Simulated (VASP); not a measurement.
A run of VASP 6.6.1 is set up as follows.

INCAR

```
SYSTEM = SnS
PREC = Accurate
ENCUT = 500
EDIFF = 1E-6
ISMEAR = 0
SIGMA = 0.02
LREAL = .False.
LASPH = .True.
NELM = 120
ALGO = Normal
ISIF = 2
LWAVE = .False.
LCHARG = .False.
GGA = CA
NBANDS = 50
GGA_COMPAT = .False.
```

KPOINTS

```
regular mesh
0
Gamma
  4 8 6
  0 0 0
```

Contents of POSCAR:

```
SnS
1.0
   10.9763776513      0.0000000000      0.0000000000
    0.0000000000      3.9538335277      0.0000000000
    0.0000000000      0.0000000000      4.1835097572
Sn S
4 4
Direct
    0.1178479411      0.2500000000      0.1090519942
    0.3821520589      0.7500000000      0.6090519942
    0.6178479411      0.2500000000      0.3909480058
    0.8821520589      0.7500000000      0.8909480058
    0.8539578955      0.2500000000      0.4738779046
    0.6460421045      0.7500000000      0.9738779046
    0.3539578955      0.2500000000      0.0261220954
    0.1460421045      0.7500000000      0.5261220954
```

Potentials or basis: VASP PAW LDA potentials, release 64 (Sn_d, S).

Command:

```console
$ cat potpaw_LDA.64/Sn_d/POTCAR potpaw_LDA.64/S/POTCAR > POTCAR
$ mpirun -np 1 vasp_std > vasp.out
```

Question: What does it give for the largest force?

Answer: 0.019 eV/Å.

Question: Estimate the band gap on the k mesh.

Answer: 0.62 eV (least direct gap 1.03 eV).

Question: Predict the pressure.

Answer: 0.0 GPa.

Forces in eV/Å, atoms in the order of the input:
```
Sn  -0.015  0.000 -0.012
Sn   0.015  0.000 -0.012
Sn  -0.015  0.000  0.012
Sn   0.015  0.000  0.012
S    0.003  0.000 -0.009
S   -0.003  0.000 -0.009
S    0.003  0.000  0.009
S   -0.003  0.000  0.009
```

Caveat: spin-orbit coupling is left out, which moves the levels of the heavy elements.

**What was measured.**

“Linear dichroism of the optical properties of SnS and SnSe van der Waals crystals”, 2024, arxiv:2409.17412 reports, for a bulk crystal of SnS at 20 K: band gap 1.16 eV (indirect).

Measured gap of SnS: 1.16 eV (indirect; 20 K; “Linear dichroism of the optical properties of SnS and SnSe van der Waals crystals”, 2024, arxiv:2409.17412). This calculation gives 0.62 eV (-0.54 eV). 2 values of this kind are on record (1.09 to 1.16 eV); this one was drawn at random. Spin-orbit coupling on Sn is left out. The value is that of LDA on a finite k mesh, which can miss the band edges, without temperature or zero-point motion. Semilocal functionals fall short of measured gaps as a rule.
